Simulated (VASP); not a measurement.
Input of a VASP 6.6.1 run:

File INCAR:

```
SYSTEM = Si
ALGO     = Normal         ! electronic algorithm
EDIFF    = 1E-6           ! SCF threshold, eV
ENCUT    = 520            ! plane-wave cutoff, eV
GGA      = PS             ! functional
ISIF     = 2              ! what is computed and relaxed
ISMEAR   = 0              ! smearing method
LASPH    = .TRUE.         ! aspherical terms in the spheres
LCHARG   = .FALSE.        ! write CHGCAR
LREAL    = .FALSE.        ! projectors in reciprocal space
LWAVE    = .FALSE.        ! write WAVECAR
NBANDS   = 11             ! bands
NELM     = 80             ! most SCF steps
PREC     = Accurate       ! precision mode
SIGMA    = 0.1            ! smearing width, eV
```

Contents of KPOINTS:

```
k-points
0
G
  6 6 6
  0 0 0
```

The input POSCAR:

```
Si
1.0
    0.0000000000      2.9032877822      2.9032877822
    2.9032877822      0.0000000000      2.9032877822
    2.9032877822      2.9032877822      0.0000000000
Si
2
Direct
    0.5000000000      0.5000000000      0.5000000000
    0.7500000000      0.7500000000      0.7500000000
```

Potentials or basis: VASP PAW PBE potentials, release 64 (Si).

The run is started by

```sh
$ cat potpaw_PBE.64/Si/POTCAR > POTCAR
$ mpirun -np 1 vasp_std > vasp.out
```

Problem. What does it give for the pressure?

Solution. -12.0 GPa.

Problem. Predict the band gap on the k mesh.

Solution. 0.78 eV (least direct gap 1.20 eV).

Caveat: the cell differs from its parent crystal (Sn replaced by Si, lengths x 0.879, strained); the cell stands under tension; semilocal functionals underestimate gaps, and a narrow one can read as zero; the PAW data sets were made with another functional, which shifts forces and pressure a little. A k mesh can miss the band edges.
